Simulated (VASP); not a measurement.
Set up this calculation in VASP 6.6.1, as the native input.

```yaml
Task: single point
Functional: PBEsol
Potentials_or_basis: VASP PAW PBE potentials, release 64 (Cl)
Cutoff: 500 eV
k_mesh: 18 × 18 × 18
Occupations: gaussian, width 0.1 eV
Spin: no spin polarisation
Dipole_correction: no
Further_INCAR_settings: ALGO = Normal; EDIFF = 1e-06; NBANDS = 14
```

The structure of Cl lies in POSCAR:

```
Cl
1.0
    1.9684352584      1.1364766263      3.2149859485
   -1.9684352584      1.1364766263      3.2149859485
    0.0000000000     -2.2729532526      3.2149859485
Cl
2
Direct
    0.2500000000      0.2500000000      0.2500000000
    0.7500000000      0.7500000000      0.7500000000
```

One way to write it, as run:

INCAR

```
SYSTEM = Cl
PREC     = Accurate       ! precision mode
ENCUT    = 500            ! plane-wave cutoff, eV
EDIFF    = 1E-6           ! SCF threshold, eV
ISMEAR   = 0              ! smearing method
SIGMA    = 0.1            ! smearing width, eV
LREAL    = .False.        ! projectors in reciprocal space
LASPH    = .True.         ! aspherical terms in the spheres
NELM     = 120            ! most SCF steps
ALGO     = Normal         ! electronic algorithm
ISIF     = 2              ! what is computed and relaxed
LWAVE    = .False.        ! write WAVECAR
LCHARG   = .False.        ! write CHGCAR
GGA      = PS             ! functional
NBANDS   = 14             ! bands
GGA_COMPAT= .False.
```

KPOINTS

```
regular mesh
0
Gamma
  18 18 18
  0 0 0
```

Potentials or basis: VASP PAW PBE potentials, release 64 (Cl).

The run is started by

```console
$ cat potpaw_PBE.64/Cl/POTCAR > POTCAR
$ mpirun -np 1 vasp_std > vasp.out
```

It gave:

```yaml
Pressure: -0.1 GPa
Band_gap_on_the_k_mesh: zero (bands 7 and 8 overlap by 3.12 eV)
```

Caveat: the PAW data sets were made with another functional, which shifts forces and pressure a little.

It took 5.2 min on 1 thread of Oxide Virtual Turin-like Processor, on a shared host, peak memory 0.3 GiB.
